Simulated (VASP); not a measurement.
Set up this calculation in VASP 6.6.1, as the native input.

```
Task                   : single point
Functional             : PBEsol
Potentials or basis    : VASP PAW PBE potentials, release 64 (Pd, Ge_d)
Cutoff                 : 520 eV
k mesh                 : 7 × 7 × 7
Occupations            : fermi-dirac, width 0.05 eV
Spin                   : no spin polarisation
Hubbard terms          : Pd d U = 5.0 eV
Dipole correction      : no
Further INCAR settings : ALGO = Normal; EDIFF = 1e-07; NBANDS = 34
```

The structure of Ge3Pd lies in POSCAR:

```
Ge3Pd
1.0
    4.1420230000      0.0000000000      0.0000000000
    0.0000000000      4.1420230000      0.0000000000
    0.0000000000      0.0000000000      4.1420230000
Pd Ge
1 3
Direct
    0.0000000000      0.0000000000      0.0000000000
    0.5000000000      0.5000000000      0.0000000000
    0.5000000000      0.0000000000      0.5000000000
    0.0000000000      0.5000000000      0.5000000000
```

These files were run (other wordings do the same):

INCAR

```
SYSTEM = Ge3Pd
ALGO = Normal
EDIFF = 1E-7
ENCUT = 520
GGA = PS
ISIF = 2
ISMEAR = -1
LASPH = .True.
LCHARG = .False.
LDAU = .True.
LDAUJ = 0 0
LDAUL = 2 -1
LDAUPRINT = 1
LDAUTYPE = 2
LDAUU = 5 0
LMAXMIX = 4
LREAL = .False.
LWAVE = .False.
NBANDS = 34
NELM = 150
PREC = Accurate
SIGMA = 0.05
```

KPOINTS

```
k-points
0
Gamma
  7 7 7
  0 0 0
```

Potentials or basis: VASP PAW PBE potentials, release 64 (Pd, Ge_d).

Run with:

```console
$ cat potpaw_PBE.64/Pd/POTCAR potpaw_PBE.64/Ge_d/POTCAR > POTCAR
$ mpirun -np 1 vasp_std > vasp.out
```

Results of the run:

```yaml
Pressure: -6.5 GPa
Band_gap_on_the_k_mesh: zero (band 26 reaches 7.33 eV, above the bottom of band 27 at 5.14 eV)
```

Caveat: the PAW data sets were made with another functional, which shifts forces and pressure a little; U without spin polarisation on a metal has little footing; the U is typed as a test and isn't derived for this compound.

It took 27 s on 1 thread of AMD EPYC 9R14 (Zen 4), on a shared host, peak memory 0.17 GiB.
